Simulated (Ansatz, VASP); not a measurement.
Co in VASP and in Ansatz

```
CELL_PARAMETERS angstrom
0.00000 3.30098 3.30098
3.30098 0.00000 3.30098
3.30098 3.30098 0.00000
ATOMIC_POSITIONS crystal
Co 0.25000 0.25000 0.25000
Co 0.00000 0.00000 0.00000
Co 0.62500 0.62500 0.12500
Co 0.62500 0.12500 0.62500
Co 0.12500 0.62500 0.62500
Co 0.62500 0.62500 0.62500
```

Alike in both runs: task single point; functional LDA; k mesh 6 × 6 × 6; occupations fermi-dirac, width 0.15 eV; collinear spin.

```csv
,VASP,Ansatz
version,VASP 6.6.1,Ansatz 0.2.0
potentials or method,"VASP PAW LDA potentials, release 64 (Co), cutoff 600 eV","plane waves, PAW"
valence electrons in the cell,54,102
```

VASP gave:

* pressure (GPa): -23.4
* net moment per atom (μB): 1.61
* size of the moment on the site where the two differ most (μB): 1.56

Task: Estimate Ansatz's values.

Result: Pressure (GPa): -22.5; net moment per atom (μB): 1.67; size of the moment on the site where the two differ most (μB): 1.67.

LDA's correlation is that of Perdew and Zunger in VASP and of Perdew and Wang (1992) in Ansatz. Site moments also hang on the region over which each program counts them. VASP's potentials hold 54 valence electrons a cell and Ansatz's 102, so a difference there can come from the potentials and not from the codes. Ansatz's warnings: stress scf threshold loose.
